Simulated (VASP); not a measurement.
The system is ZnS.

```
CELL_PARAMETERS angstrom
0.00000 2.69368 2.69368
2.69368 0.00000 2.69368
2.69368 2.69368 0.00000
ATOMIC_POSITIONS crystal
Zn 0.00000 0.00000 0.00000
S 0.75000 0.75000 0.75000
```

- Program: VASP 6.6.1
- Task: relaxation of cell and atoms
- Functional: LDA
- Potentials or basis: VASP PAW LDA potentials, release 64 (Zn, S)
- Cutoff: 600 eV
- k mesh: 10 × 10 × 10
- Occupations: gaussian, width 0.02 eV
- Spin: no spin polarisation

At the start: pressure -3.7 GPa; volume 19.55 Å³/atom.

Question: How do energy, volume and symmetry change on relaxing?

Answer: Over 6 steps the energy falls by 11.1 meV/atom and the volume is 18.63 Å³/atom (-4.7 %); space group F-43m (No. 216, to 0.05 Å).

Step by step:
| step | energy change (eV) | largest force (eV/Å) | pressure (GPa) | volume (Å³) |
| --- | --- | --- | --- | --- |
| 1 | 0.0000 | 0.0000 | -3.65 | 39.09 |
| 2 | -0.0192 | 0.0000 | 1.51 | 36.62 |
| 3 | -0.0222 | 0.0000 | -0.09 | 37.24 |
| 4 | -0.0222 | 0.0000 | 0.15 | 37.21 |
| 5 | -0.0222 | 0.0000 | -0.07 | 37.30 |
| 6 | -0.0222 | 0.0000 | -0.01 | 37.25 |

Final structure:
```xyz
2
Lattice="0.0000 2.6508 2.6508 2.6508 0.0000 2.6508 2.6508 2.6508 0.0000" Properties=species:S:1:pos:R:3 pbc="T T T"
Zn    0.0000    0.0000    0.0000
S     3.9762    3.9762    3.9762
```
